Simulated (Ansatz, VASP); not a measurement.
**One calculation of MgCoC4N4, two programs**

INCAR

```
PREC     = Accurate       # precision mode
ENCUT    = 520            # plane-wave cutoff, eV
EDIFF    = 1E-7           # SCF threshold, eV
ISMEAR   = 0              # smearing method
SIGMA    = 0.1            # smearing width, eV
LREAL    = False          # projectors in reciprocal space
LASPH    = True           # aspherical terms in the spheres
NELM     = 150            # most SCF steps
ALGO     = Normal         # electronic algorithm
ISIF     = 2              # what is computed and relaxed
LWAVE    = False          # write WAVECAR
LCHARG   = False          # write CHGCAR
ISPIN    = 2              # spin polarisation
MAGMOM   = 0 3 0 0 0 0 0 0 0 0 # initial moments
LORBIT   = 11             # projections on sites
LMAXMIX  = 4              # l up to which the mixer works
GGA      = PE             # functional
NBANDS   = 38             # bands
```

KPOINTS

```
regular mesh
0
Gamma
  4 4 4
```

POSCAR

```
MgCoC4N4
1.0
    7.2938064500      0.0000000000      0.0000000000
    0.0000000000      7.2938064500      0.0000000000
    0.0000000000      0.0000000000      4.0304680800
Mg Co C N
1 1 4 4
Direct
    0.0000000000      0.0000000000      0.0000000000
    0.5000000000      0.5000000000      0.0000000000
    0.1919534700      0.8080465300      0.0000000000
    0.8080465300      0.1919534700      0.0000000000
    0.1919534700      0.1919534700      0.0000000000
    0.8080465300      0.8080465300      0.0000000000
    0.3053805100      0.6946194900      0.0000000000
    0.6946194900      0.3053805100      0.0000000000
    0.3053805100      0.3053805100      0.0000000000
    0.6946194900      0.6946194900      0.0000000000
```

Input for Ansatz:

```yaml
crystal:
  lattice:
    - [7.29380645, 0.0, 0.0]
    - [0.0, 7.29380645, 0.0]
    - [0.0, 0.0, 4.03046808]
  atoms:
    - { symbol: Mg, position: [0.0, 0.0, 0.0] }
    - { symbol: Co, position: [0.5, 0.5, 0.0], spin: 3.0 }
    - { symbol: C, position: [0.19195347, 0.80804653, 0.0] }
    - { symbol: C, position: [0.80804653, 0.19195347, 0.0] }
    - { symbol: C, position: [0.19195347, 0.19195347, 0.0] }
    - { symbol: C, position: [0.80804653, 0.80804653, 0.0] }
    - { symbol: "N", position: [0.30538051, 0.69461949, 0.0] }
    - { symbol: "N", position: [0.69461949, 0.30538051, 0.0] }
    - { symbol: "N", position: [0.30538051, 0.30538051, 0.0] }
    - { symbol: "N", position: [0.69461949, 0.69461949, 0.0] }
basis:
  ecutwfc: 420
kpoints:
  mp_grid: { grid: [4, 4, 4] }
hamiltonian:
  xc: pbe
scf:
  occupations: { method: gaussian, width: 0.1 }
  lower_state_search: "off"
output:
  forces: true
  stress: true
  eigenvalues: true
  populations: true
magnetization:
  spin_polarized: true
```

Alike in both runs: task single point; functional PBE; k mesh 4 × 4 × 4; occupations gaussian, width 0.1 eV; collinear spin.

```csv
,VASP,Ansatz
version,VASP 6.6.1,Ansatz 0.2.0
potentials or method,"VASP PAW PBE potentials, release 64 (Mg, Co, C, N), cutoff 520 eV","scalar-relativistic, plane waves, PAW"
valence electrons in the cell,47,63
```

|  | VASP | Ansatz | Ansatz less VASP |
| --- | --- | --- | --- |
| gap on the k mesh at the Fermi level (eV) | 0.68 | 0.66 | -0.015 |
| least direct gap on the mesh (eV) | 0.69 | 0.67 | -0.015 |
| pressure (GPa) | 1.8 | 1.4 | -0.41 |
| traceless stress, the component that is largest in VASP (GPa) | -1.15 | -0.68 | +0.473 |
| rms of the force components (eV/Å) | 1.089 | 1.137 | +0.0480 |
| net moment per atom (μB) | 0.10 | 0.10 | 0.000 |
| size of the moment on the site where the two differ most (μB) | 1.01 | 0.91 | -0.099 |

Site moments also hang on the region over which each program counts them. Atom by atom the forces differ by 0.187 eV/Å (rms over components). VASP's potentials hold 47 valence electrons a cell and Ansatz's 63, so a difference there can come from the potentials and not from the codes.

Noted on VASP's run: the standard files for N, O and F lose accuracy on very short bonds.
